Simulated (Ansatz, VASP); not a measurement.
**ScSi3: VASP beside Ansatz**

```
Sc Si
1.0
     3.96555    0.00000    0.00000
     0.00000    3.96555    0.00000
     0.00000    0.00000    3.96555
Sc Si
1 3
Cartesian
  0.0000 0.0000 0.0000
  0.0000 1.9828 1.9828
  1.9828 1.9828 0.0000
  1.9828 0.0000 1.9828
```

Alike in both runs: task single point; functional PBE; k mesh 8 × 8 × 8; occupations gaussian, width 0.05 eV; no spin polarisation.

|  | VASP | Ansatz |
| --- | --- | --- |
| version | VASP 6.6.1 | Ansatz 0.2.0 |
| potentials or method | VASP PAW PBE potentials, release 64 (Sc_sv, Si), cutoff 520 eV | scalar-relativistic, plane waves, PAW |
| valence electrons in the cell | 23 | 23 |

Ansatz gave:

- pressure (GPa): 0.0

Question: Estimate VASP's values.

Answer: Pressure (GPa): 0.1.

The functional is the same, so the differences come from potentials, cutoffs and numerics.
